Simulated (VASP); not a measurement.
# Ru (P6_3/mmc) in VASP: notebook

The runs below take Ru through single point, with PBE.

Everything below comes from runs of VASP 6.6.1. Logs are shortened: lines on timing, memory, paths and dates and some standing lists are left out, and cuts for length are marked.

## Step 1: The cell of the first run

It takes space group P6_3/mmc (No. 194, hexagonal). The conventional cell has a = 2.724 Å, b = 2.724 Å, c = 4.310 Å, α = 90.00°, β = 90.00°, γ = 120.00°. Ru (site symmetry -6m2) has 12 Ru at 2.67 to 2.72 Å within 3.5 Å.

## Step 2: Single point, PBE

Contents of INCAR:

```
SYSTEM = Ru
PREC = Accurate
ENCUT = 520
EDIFF = 1E-7
ISMEAR = -1
SIGMA = 0.15
LREAL = .FALSE.
LASPH = .TRUE.
NELM = 60
ALGO = Normal
ISIF = 2
LWAVE = .FALSE.
LCHARG = .TRUE.
GGA = PE
LELF = .TRUE.
LVHAR = .TRUE.
NBANDS = 21
```

Contents of KPOINTS:

```
regular mesh
0
G
  12 12 7
  0 0 0
```

Contents of POSCAR:

```
Ru
1.0
    2.7237197275      0.0000000000      0.0000000000
   -1.3618598638      2.3588109423      0.0000000000
    0.0000000000      0.0000000000      4.3102577801
Ru
2
Direct
    0.3333333333      0.6666666667      0.2500000000
    0.6666666667      0.3333333333      0.7500000000
```

Potentials or basis: VASP PAW PBE potentials, release 64 (Ru_pv).

Started as:

```bash
$ cat potpaw_PBE.64/Ru_pv/POTCAR > POTCAR
$ mpirun -np 1 vasp_std > vasp.out
```

OUTCAR:

```text
SYSTEM = Ru
   PREC = Accurate
   ENCUT = 520
   EDIFF = 1E-7
   ISMEAR = -1
   LREAL = .FALSE.
   LASPH = .TRUE.
   NELM = 60
   ISIF = 2
   GGA = PE

 ion  position               nearest neighbor table
   1  0.333  0.667  0.250-   2 2.67   2 2.67   2 2.67   2 2.67   2 2.67   2 2.67
   2  0.667  0.333  0.750-   1 2.67   1 2.67   1 2.67   1 2.67   1 2.67   1 2.67

  LATTYP: Found a hexagonal cell.
 ALAT       =     2.7237197275
 C/A-ratio  =     1.5824894671

  Lattice vectors:

 A1 = (   2.7237197275,   0.0000000000,   0.0000000000)
 A2 = (  -1.3618598638,   2.3588109423,   0.0000000000)
 A3 = (   0.0000000000,   0.0000000000,   4.3102577801)

Analysis of symmetry for initial positions (statically):
=====================================================================
 Subroutine PRICEL returns:
 Original cell was already a primitive cell.

 Routine SETGRP: Setting up the symmetry group for a
 hexagonal supercell.

 Subroutine GETGRP returns: Found 24 space group operations
 (whereof 12 operations were pure point group operations)
 out of a pool of 24 trial point group operations.

The static configuration has the point symmetry D_3d.
 The point group associated with its full space group is D_6h.

Analysis of symmetry for dynamics (positions and initial velocities):
=====================================================================
 Subroutine PRICEL returns:
 Original cell was already a primitive cell.

 Routine SETGRP: Setting up the symmetry group for a
 hexagonal supercell.

 Subroutine GETGRP returns: Found 24 space group operations
 (whereof 12 operations were pure point group operations)
 out of a pool of 24 trial point group operations.

The dynamic configuration has the point symmetry D_3d.
 The point group associated with its full space group is D_6h.

 Subroutine INISYM returns: Found 24 space group operations
 (whereof 12 operations are pure point group operations),
 and found     1 'primitive' translations

----------------------------------------------------------------------------------------

                                     Primitive cell

  volume of cell :      27.6923

  direct lattice vectors                    reciprocal lattice vectors
     2.723719727  0.000000000  0.000000000     0.367144971  0.211971206  0.000000000
    -1.361859864  2.358810942  0.000000000     0.000000000  0.423942412  0.000000000
     0.000000000  0.000000000  4.310257780     0.000000000  0.000000000  0.232004685

  length of vectors
     2.723719727  2.723720131  4.310257780     0.423942475  0.423942412  0.232004685

  position of ions in fractional coordinates (direct lattice)
     0.333333333  0.666666667  0.250000000
     0.666666667  0.333333333  0.750000000

  ion indices of the primitive-cell ions
   primitive index   ion index
                 1           1
                 2           2

----------------------------------------------------------------------------------------

 KPOINTS: regular mesh

Automatic generation of k-mesh.
 Grid dimensions read from file:
 generate k-points for:   12   12    7

 Generating k-lattice:

  Cartesian coordinates                     Fractional coordinates (reciprocal lattice)
     0.030595414  0.017664267  0.000000000     0.083333333  0.000000000  0.000000000
     0.000000000  0.035328534  0.000000000     0.000000000  0.083333333  0.000000000
     0.000000000  0.000000000  0.033143526     0.000000000  0.000000000  0.142857143

  Length of vectors
     0.035328540  0.035328534  0.033143526

  Shift w.r.t. Gamma in fractional coordinates (k-lattice)
     0.000000000  0.000000000  0.000000000

 Subroutine IBZKPT returns following result:
 ===========================================

 Found     76 irreducible k-points:

 Following reciprocal coordinates:
            Coordinates               Weight
  0.000000  0.000000  0.000000      1.000000
  0.083333  0.000000  0.000000      6.000000
  0.166667  0.000000  0.000000      6.000000
  0.250000  0.000000  0.000000      6.000000
  0.333333  0.000000  0.000000      6.000000
  0.416667  0.000000  0.000000      6.000000
[... 16 lines left out ...]
  0.250000  0.000000  0.142857     12.000000
  0.333333  0.000000  0.142857     12.000000
 [... further k-points ...]
   k-points           NKPTS =     76   k-points in BZ     NKDIM =     76   number of bands    NBANDS=     21
   number of dos      NEDOS =    301   number of ions     NIONS =      2
   total plane-waves  NPLWV =  12800
   dimension x,y,z NGX =    20 NGY =   20 NGZ =   32
   dimension x,y,z NGXF=    40 NGYF=   40 NGZF=   64
   ions per type =               2
   NGX,Y,Z   is equivalent  to a cutoff of  12.21, 12.21, 12.34 a.u.
   NGXF,Y,Z  is equivalent  to a cutoff of  24.41, 24.41, 24.68 a.u.
 SYSTEM =  Ru
   PREC   = accura    normal or accurate (medium, high low for compatibility)
   ISTART =      0    job   : 0-new  1-cont  2-samecut
   ICHARG =      2    charge: 1-file 2-atom 10-const
   ISPIN  =      1    spin polarized calculation?
   LNONCOLLINEAR =      F non collinear calculations
   LSORBIT =      F    spin-orbit coupling
   LASPH  =      T    aspherical Exc in radial PAW
   ENCUT  =  520.0 eV  38.22 Ry    6.18 a.u.   5.06  5.06  8.01*2*pi/ulx,y,z
   NELM   =     60;   NELMIN=  2; NELMDL= -5     # of ELM steps
   EDIFF  = 0.1E-06   stopping-criterion for ELM
   LREAL  =      F    real-space projection
   EDIFFG = 0.1E-05   stopping-criterion for IOM
   NSW    =      0    number of steps for IOM
   IBRION =     -1    ionic relax: 0-MD 1-quasi-New 2-CG
   NFREE  =      0    steps in history (QN), initial steepest desc. (CG)
   ISIF   =      2    stress and relaxation
   ISYM   =      2    0-nonsym 1-usesym 2-fastsym
   POTIM  = 0.5000    time-step for ionic-motion
   TEBEG  =    0.0;   TEEND  =   0.0 temperature during run
   PSTRESS=    0.0 pullay stress
   NELECT =      28.0000    total number of electrons
   NUPDOWN=      -1.0000    fix difference up-down
   EMIN   =  10.00;   EMAX   =-10.00  energy-range for DOS
   EFERMI =   0.00;   METHOD = LEGACY
   ISMEAR =    -1;   SIGMA  =   0.15  broadening in eV -4-tet -1-fermi 0-gaus
   EFERMI_NEDOS =   21; number of points for ismear=-14 and -15
   IALGO  =     38    algorithm
   IMIX   =      4    mixing-type and parameters
     AMIX     =   0.40;   BMIX     =  1.00
     AMIX_MAG =   1.60;   BMIX_MAG =  1.00
  volume/ion in A,a.u.               =      13.85        93.44
  Fermi-wavevector in a.u.,A,eV,Ry     =   1.643140  3.105084 36.734494  2.699909
  Thomas-Fermi vector in A             =   2.733324
   LORBIT       =      0    0 simple, 1 ext, 2 COOP (PROOUT), +10 PAW based schemes
   GGA     = PE    functional components
   LHFCALC =     F    Hartree Fock is set to
   AEXX    =    0.0000 exact exchange contribution
   IVDW    =     0    specifies the selected vdW correction
   LEPSILON=     F    determine dielectric tensor
   LRPA    =     F    only Hartree local field effects (RPA)
 non-spin polarized calculation
  energy-cutoff  :      520.00
  volume of cell :       27.69
 maximum number of plane-waves:       759
   NGX = 11   NGY = 11   NGZ = 17

 number of electron      28.0000015 magnetization

 Free energy of the ion-electron system (eV)
  ---------------------------------------------------
  ext. energy  EPLUGINS =         0.00000000
  ---------------------------------------------------
  free energy    TOTEN  =       -18.53480690 eV

  energy without entropy =      -18.41121678  energy(sigma->0) =      -18.47301184

 E-fermi :  12.5031     XC(G=0): -13.9979

 val. band max:       12.4488429524   @ k =   0.4167   0.0833   0.2857
 cond. band min:      12.5187061268   @ k =   0.3333   0.1667   0.2857
 fundamental gap:      0.0698631744
 Fermi energy:        12.5030653854

 k-point     1 :       0.0000    0.0000    0.0000
  band No.  band energies     occupation
      1     -31.0853      2.00000
      2     -30.2138      2.00000
      3     -30.2138      2.00000
      4     -30.0538      2.00000
      5     -30.0538      2.00000
      6     -30.0137      2.00000
[... 13 lines left out ...]
     20      22.9345      0.00000
     21      22.9439      0.00000

 k-point     2 :       0.0833    0.0000    0.0000
  band No.  band energies     occupation
      1     -31.0632      2.00000
      2     -30.2605      2.00000
      3     -30.2296      2.00000
      4     -30.1025      2.00000
      5     -30.0603      2.00000
      6     -30.0240      2.00000
[... 13 lines left out ...]
     20      22.9345      0.00000
     21      22.9429      0.00000

 k-point     3 :       0.1667    0.0000    0.0000
  band No.  band energies     occupation
      1     -30.9998      2.00000
      2     -30.3883      2.00000
      3     -30.2713      2.00000
      4     -30.2332      2.00000
      5     -30.0791      2.00000
      6     -30.0550      2.00000
[... 13 lines left out ...]
     20      22.9345      0.00000
     21      22.9407      0.00000

 k-point     4 :       0.2500    0.0000    0.0000
  band No.  band energies     occupation
      1     -30.9040      2.00000
      2     -30.5629      2.00000
      3     -30.4058      2.00000
      4     -30.3261      2.00000
      5     -30.1067      2.00000
      6     -30.1065      2.00000
[... 13 lines left out ...]
     20      22.9344      0.00000
     21      22.9385      0.00000

 k-point     5 :       0.3333    0.0000    0.0000
  band No.  band energies     occupation
      1     -30.7907      2.00000
      2     -30.7375      2.00000
      3     -30.5723      2.00000
      4     -30.3789      2.00000
      5     -30.1752      2.00000
      6     -30.1358      2.00000
[... 13 lines left out ...]
     20      22.9333      0.00000
     21      22.9350      0.00000

 k-point     6 :       0.4167    0.0000    0.0000
  band No.  band energies     occupation
      1     -30.8649      2.00000
      2     -30.6906      2.00000
      3     -30.6845      2.00000
      4     -30.4166      2.00000
      5     -30.2486      2.00000
      6     -30.1576      2.00000
[... 13 lines left out ...]
     20      22.9341      0.00000
     21      23.0856      0.00000

 k-point     7 :       0.5000    0.0000    0.0000
  band No.  band energies     occupation
      1     -30.9115      2.00000
      2     -30.7333      2.00000
      3     -30.6344      2.00000
      4     -30.4302      2.00000
      5     -30.2868      2.00000
      6     -30.1658      2.00000
[... 13 lines left out ...]
     20      22.9337      0.00000
     21      23.3948      0.00000
[... 291 lines left out ...]
      1     -31.0348      2.00000
      2     -30.2059      2.00000
      3     -30.2059      2.00000
      4     -30.0695      2.00000
      5     -30.0618      2.00000
      6     -30.0618      2.00000
[... 13 lines left out ...]
     20      22.9345      0.00000
     21      23.5336      0.00000

 k-point    21 :       0.0833    0.0000    0.1429
  band No.  band energies     occupation
      1     -31.0156      2.00000
      2     -30.2512      2.00000
      3     -30.2212      2.00000
      4     -30.1342      2.00000
      5     -30.0687      2.00000
      6     -30.0541      2.00000
[... 13 lines left out ...]
     20      22.9345      0.00000
     21      23.5288      0.00000

 k-point    22 :       0.1667    0.0000    0.1429
  band No.  band energies     occupation
      1     -30.9624      2.00000
      2     -30.3740      2.00000
      3     -30.2686      2.00000
      4     -30.2619      2.00000
      5     -30.0887      2.00000
      6     -30.0746      2.00000
[... 13 lines left out ...]
     20      22.9345      0.00000
     21      23.5333      0.00000

 k-point    23 :       0.2500    0.0000    0.1429
  band No.  band energies     occupation
      1     -30.8908      2.00000
      2     -30.5346      2.00000
      3     -30.4392      2.00000
      4     -30.3154      2.00000
      5     -30.1178      2.00000
      6     -30.1158      2.00000
[... 13 lines left out ...]
     20      22.9344      0.00000
     21      23.6457      0.00000

 k-point    24 :       0.3333    0.0000    0.1429
  band No.  band energies     occupation
      1     -30.8560      2.00000
      2     -30.6571      2.00000
      3     -30.5888      2.00000
      4     -30.3671      2.00000
      5     -30.1730      2.00000
      6     -30.1480      2.00000
[... 13 lines left out ...]
     20      22.9343      0.00000
     21      23.8488      0.00000

 [... further k-points ...]
[... 5 lines left out ...]
  --------------------------------------------------------------------------------------
  -------------------------------------------------------------------------------------
  Total       -0.2164272     -0.2164273     -0.3235147      0.0000000      0.0000000     -0.0000000
  in kB      -12.5217108    -12.5217158    -18.7174125      0.0000000      0.0000000     -0.0000000
  external PRESSURE =     -14.5869464 kB  Pullay stress =       0.0000000 kB

 VOLUME and BASIS-vectors are now :
 -----------------------------------------------------------------------------
  energy-cutoff  :      520.00
  volume of cell :       27.69
      direct lattice vectors                 reciprocal lattice vectors
     2.723719727  0.000000000  0.000000000     0.367144971  0.211971206  0.000000000
    -1.361859864  2.358810942  0.000000000     0.000000000  0.423942412  0.000000000
     0.000000000  0.000000000  4.310257780     0.000000000  0.000000000  0.232004685

 POSITION                                       TOTAL-FORCE (eV/Angst)
 -----------------------------------------------------------------------------------
     -0.00000      1.57254      1.07756         0.000000     -0.000000      0.000000
      1.36186      0.78627      3.23269        -0.000000      0.000000      0.000000
 -----------------------------------------------------------------------------------
    total drift:                                0.000000     -0.000000      0.000000

  FREE ENERGIE OF THE ION-ELECTRON SYSTEM (eV)
  ---------------------------------------------------
  free  energy   TOTEN  =       -18.5348068970 eV

  energy  without entropy=      -18.4112167809  energy(sigma->0) =      -18.47301184
```

Run time: 35 s. Hardware: 1 thread of Intel Xeon Platinum 8259CL at 2.50GHz (Skylake/Cascade Lake), shared host; peak memory 0.16 GiB.

What came out:

| Item | Value |
| --- | --- |
| Free energy | -18.5348 eV |
| Pressure | -1.5 GPa |
| Band gap on the k mesh | zero (band 14 reaches 13.86 eV, above the bottom of band 15 at 10.99 eV) |

Stress tensor (GPa, compression positive):
```
-1.25  0.00  0.00
 0.00 -1.25  0.00
 0.00  0.00 -1.87
```

## Step 3: Single point, PBE

This run uses another cell than the first one, of 14.12 Å³/atom, 1.020 times its volume.

Contents of INCAR:

```
PREC = Accurate
ENCUT = 520
EDIFF = 1E-6
ISMEAR = -1
SIGMA = 0.15
LREAL = False
LASPH = True
NELM = 80
ALGO = Normal
ISIF = 2
LWAVE = False
LCHARG = False
GGA = PE
NBANDS = 21
```

Contents of KPOINTS:

```
Automatic mesh
0
Gamma
  12 12 7
```

Contents of POSCAR:

```
Ru
1.0
    2.7414067149      0.0000000000      0.0000000000
   -1.3707033574      2.3741283257      0.0000000000
    0.0000000000      0.0000000000      4.3382472512
Ru
2
Direct
    0.3333333333      0.6666666667      0.2500000000
    0.6666666667      0.3333333333      0.7500000000
```

Potentials or basis: VASP PAW PBE potentials, release 64 (Ru_pv).

Started as:

```bash
$ cat potpaw_PBE.64/Ru_pv/POTCAR > POTCAR
$ mpirun -np 1 vasp_std > vasp.out
```

Wall time 33 s (1 thread of Intel Xeon Platinum 8259CL at 2.50GHz (Skylake/Cascade Lake), shared host); peak memory 0.16 GiB.

It converged, with:

* Free energy: -18.5206 eV
* Pressure: -7.1 GPa
* Band gap on the k mesh: zero (band 14 reaches 13.47 eV, above the bottom of band 15 at 10.69 eV)

Stress tensor (GPa, compression positive):
```
-6.75  0.00  0.00
 0.00 -6.75  0.00
 0.00  0.00 -7.71
```

Levels at points of the mesh, in eV from the Fermi level:
```csv
k point,band 12,band 13,band 14,band 15,band 16,band 17
"(0.00, 0.00, 0.00)",-1.82,-1.82,-1.33,-1.33,1.10,1.10
"(0.50, 0.00, 0.00)",-1.74,-1.46,1.32,1.71,1.78,3.84
```

(Part 1 of 2 ends here.)
